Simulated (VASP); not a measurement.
Input of a VASP 6.6.1 run:

File INCAR:

```
SYSTEM = GaN
ALGO     = Normal         ! electronic algorithm
EDIFF    = 1E-6           ! SCF threshold, eV
ENCUT    = 520            ! plane-wave cutoff, eV
GGA      = PE             ! functional
ISIF     = 2              ! what is computed and relaxed
ISMEAR   = -1             ! smearing method
LASPH    = .True.         ! aspherical terms in the spheres
LCHARG   = .False.        ! write CHGCAR
LREAL    = .False.        ! projectors in reciprocal space
LWAVE    = .False.        ! write WAVECAR
NBANDS   = 16             ! bands
NELM     = 60             ! most SCF steps
PREC     = Accurate       ! precision mode
SIGMA    = 0.05           ! smearing width, eV
```

The input KPOINTS:

```
k-points
0
Gamma
  10 10 10
  0 0 0
```

The input POSCAR:

```
GaN
1.0
    0.0000000000      2.2383759866      2.2383759866
    2.2383759866      0.0000000000      2.2383759866
    2.2383759866      2.2383759866      0.0000000000
Ga N
1 1
Direct
    0.0000000000      0.0000000000      0.0000000000
    0.2500000000      0.2500000000      0.2500000000
```

Potentials or basis: VASP PAW PBE potentials, release 64 (Ga_d, N).

Command:

```console
$ cat potpaw_PBE.64/Ga_d/POTCAR potpaw_PBE.64/N/POTCAR > POTCAR
$ mpirun -np 1 vasp_std > vasp.out
```

Q: Estimate the pressure.

A: 9.2 GPa.

Q: Predict the band gap on the k mesh.

A: 1.85 eV, direct.
